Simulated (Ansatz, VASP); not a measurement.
**One calculation of CuO, two programs**

```
CELL_PARAMETERS angstrom
2.82072 0.00000 0.00000
0.03828 2.82050 0.00000
0.01714 0.01689 5.07067
ATOMIC_POSITIONS crystal
Cu 0.00000 0.50000 0.00000
Cu 0.50000 0.00000 0.50000
O 0.99842 0.00167 0.74989
O 0.00158 0.99833 0.25011
```

Alike in both runs: task single point; functional r2SCAN; k mesh 9 × 9 × 5; occupations fermi-dirac, width 0.05 eV; no spin polarisation.

|  | VASP | Ansatz |
| --- | --- | --- |
| version | VASP 6.6.1 | Ansatz 0.2.0 |
| potentials or method | VASP PAW PBE potentials, release 64 (Cu, O) | Ansatz PAW |
| plane-wave cutoff (eV) | 520 | 500 |
| valence electrons in the cell | 34 | 50 |

VASP gave:

```
gap on the k mesh at the Fermi level (eV)                     : none
pressure (GPa)                                                : 12.7
traceless stress, the component that is largest in VASP (GPa) : 1.93
rms of the force components (eV/Å)                            : 0.005
```

**Question.** Which values does Ansatz return?

**Answer.** gap on the k mesh at the Fermi level (eV): none; pressure (GPa): 11.6; traceless stress, the component that is largest in VASP (GPa): 1.46; rms of the force components (eV/Å): 0.005.

VASP's potentials were made for PBE, not for r2SCAN. Atom by atom the forces differ by 0.001 eV/Å (rms over components). A gap of «none» marks a metal or a gap that the smearing closes. VASP's potentials hold 34 valence electrons a cell and Ansatz's 50, so a difference there can come from the potentials and not from the codes.
